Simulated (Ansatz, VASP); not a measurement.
Two plane-wave programs on LiCl

Contents of INCAR:

```
  ALGO = Normal
  EDIFF = 1E-6
  ENCUT = 520
  GGA = PE
  ISIF = 2
  ISMEAR = 0
  LASPH = T
  LCHARG = F
  LREAL = F
  LWAVE = F
  NBANDS = 36
  NELM = 100
  PREC = Accurate
  SIGMA = 0.1
```

Contents of KPOINTS:

```
k-points
0
Gamma
  4 4 4
```

Contents of POSCAR:

```
LiCl
1.0
   -3.4014072800      3.4014072800      4.4672562700
    3.4014072800     -3.4014072800      4.4672562700
    3.4014072800      3.4014072800     -4.4672562700
Li Cl
5 5
Direct
    0.1748685200      0.4445008600      0.0000000000
    0.5554991400      0.5554991400      0.7303676600
    0.0000000000      0.0000000000      0.0000000000
    0.8251314800      0.8251314800      0.2696323400
    0.4445008600      0.1748685200      0.0000000000
    0.3251314800      0.3251314800      0.2696323400
    0.9445008600      0.6748685200      0.0000000000
    0.6748685200      0.9445008600      0.0000000000
    0.0554991400      0.0554991400      0.7303676600
    0.5000000000      0.5000000000      0.0000000000
```

Input for Ansatz:

```yaml
crystal:
  lattice:
    - [-3.40140728, 3.40140728, 4.46725627]
    - [3.40140728, -3.40140728, 4.46725627]
    - [3.40140728, 3.40140728, -4.46725627]
  atoms:
    - { symbol: Li, position: [0.17486852, 0.44450086, 0.0] }
    - { symbol: Li, position: [0.55549914, 0.55549914, 0.73036766] }
    - { symbol: Li, position: [0.0, 0.0, 0.0] }
    - { symbol: Li, position: [0.82513148, 0.82513148, 0.26963234] }
    - { symbol: Li, position: [0.44450086, 0.17486852, 0.0] }
    - { symbol: Cl, position: [0.32513148, 0.32513148, 0.26963234] }
    - { symbol: Cl, position: [0.94450086, 0.67486852, 0.0] }
    - { symbol: Cl, position: [0.67486852, 0.94450086, 0.0] }
    - { symbol: Cl, position: [0.05549914, 0.05549914, 0.73036766] }
    - { symbol: Cl, position: [0.5, 0.5, 0.0] }
basis:
  ecutwfc: 420
kpoints:
  mp_grid: { grid: [4, 4, 4] }
hamiltonian:
  xc: pbe
scf:
  occupations: { method: gaussian, width: 0.1 }
  lower_state_search: "off"
output:
  forces: true
  stress: true
  eigenvalues: true
```

Alike in both runs: task single point; functional PBE; k mesh 4 × 4 × 4; occupations gaussian, width 0.1 eV; no spin polarisation.

```csv
,VASP,Ansatz
version,VASP 6.6.1,Ansatz 0.2.0
potentials or method,"VASP PAW PBE potentials, release 64 (Li_sv, Cl), cutoff 520 eV","scalar-relativistic, plane waves, PAW"
valence electrons in the cell,50,50
```

|  | VASP | Ansatz | Ansatz less VASP |
| --- | --- | --- | --- |
| gap on the k mesh at the Fermi level (eV) | 5.38 | 5.38 | +0.001 |
| least direct gap on the mesh (eV) | 5.38 | 5.38 | +0.001 |
| rms of the force components (eV/Å) | 1.551 | 1.544 | -0.0067 |

Atom by atom the forces differ by 0.008 eV/Å (rms over components).

Noted on VASP's run: the cutoff is under 1.25 times that of the potentials, so the pressure is a little rough.
